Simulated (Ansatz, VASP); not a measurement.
One calculation of SiGe5, two programs

```
Si Ge
1.0
     3.99295    0.00000    0.00000
    -1.99648    3.45800    0.00000
     0.00000    0.00000    9.78152
Si Ge
1 5
Cartesian
  0.0000 0.0000 0.0014
  1.9965 1.1527 6.5390
  0.0000 2.3053 3.2414
  1.9965 1.1527 9.0102
  0.0000 2.3053 5.7042
  0.0000 0.0000 2.4029
```

Alike in both runs: task single point; functional PBE; k mesh 6 × 6 × 2; no spin polarisation.

|  | VASP | Ansatz |
| --- | --- | --- |
| version | VASP 6.6.1 | Ansatz 0.2.0 |
| potentials or method | VASP PAW PBE potentials, release 64 (Si, Ge_d) | plane waves, PAW |
| plane-wave cutoff (eV) | 520 | 420 |
| occupations | gaussian, width 0.01 eV | fixed |
| valence electrons in the cell | 74 | 74 |

```csv
,VASP,Ansatz,Ansatz less VASP
gap on the k mesh at the Fermi level (eV),0.28,0.28,-0.005
pressure (GPa),2.0,2.0,+0.04
"traceless stress, the component that is largest in VASP (GPa)",-0.29,-0.29,-0.004
rms of the force components (eV/Å),0.007,0.007,+0.0002
```

Atom by atom the forces differ by 0.001 eV/Å (rms over components).
